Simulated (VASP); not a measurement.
Set up this calculation in VASP 6.6.1, as the native input.

| Property | Result |
| --- | --- |
| Task | single point |
| Functional | PBE |
| Dispersion | D3(BJ) |
| Potentials or basis | VASP PAW PBE potentials, release 64 (C, F) |
| Cutoff | 520 eV |
| k mesh | 6 × 6 × 6 |
| Occupations | gaussian, width 0.1 eV |
| Spin | no spin polarisation |
| Dipole correction | no |
| Further INCAR settings | ALGO = Normal; EDIFF = 1e-06; NBANDS = 20 |

The structure of C4F lies in POSCAR:

```
C4F
1.0
    3.7312473520      0.0000000000      0.0000000000
    0.0000000000      3.7312473520      0.0000000000
    0.0000000000      0.0000000000      3.7312473520
C F
4 1
Direct
    0.0000000000      0.0000000000      0.0000000000
    0.5000000000      0.5000000000      0.0000000000
    0.5000000000      0.0000000000      0.5000000000
    0.0000000000      0.5000000000      0.5000000000
    0.5000000000      0.5000000000      0.5000000000
```

The cell was built from a structure type or drawn by symmetry, and may not be a known phase.

The input as run:

INCAR

```
ALGO     = Normal         # electronic algorithm
EDIFF    = 1E-6           # SCF threshold, eV
ENCUT    = 520            # plane-wave cutoff, eV
GGA      = PE             # functional
ISIF     = 2              # what is computed and relaxed
ISMEAR   = 0              # smearing method
IVDW     = 12             # dispersion correction
LASPH    = T              # aspherical terms in the spheres
LCHARG   = F              # write CHGCAR
LREAL    = F              # projectors in reciprocal space
LWAVE    = F              # write WAVECAR
NBANDS   = 20             # bands
NELM     = 100            # most SCF steps
PREC     = Accurate       # precision mode
SIGMA    = 0.1            # smearing width, eV
```

KPOINTS

```
k-points
0
Gamma
  6 6 6
```

Potentials or basis: VASP PAW PBE potentials, release 64 (C, F).

Launch:

```sh
$ cat potpaw_PBE.64/C/POTCAR potpaw_PBE.64/F/POTCAR > POTCAR
$ mpirun -np 1 vasp_std > vasp.out
```

It gave:

```yaml
Pressure: -0.3 GPa
Band_gap_on_the_k_mesh: zero (an odd number of electrons rules out a gap without spin polarisation)
Dispersion_energy_per_atom: -0.189 eV
```

Caveat: an odd number of electrons without spin polarisation forces a metal; a magnetic or distorted state may lie lower.

Run time: 13 s on 1 thread of Intel(R) Xeon(R) Platinum 8375C CPU @ 2.90GHz (Ice Lake), on a shared host, peak memory 0.17 GiB.
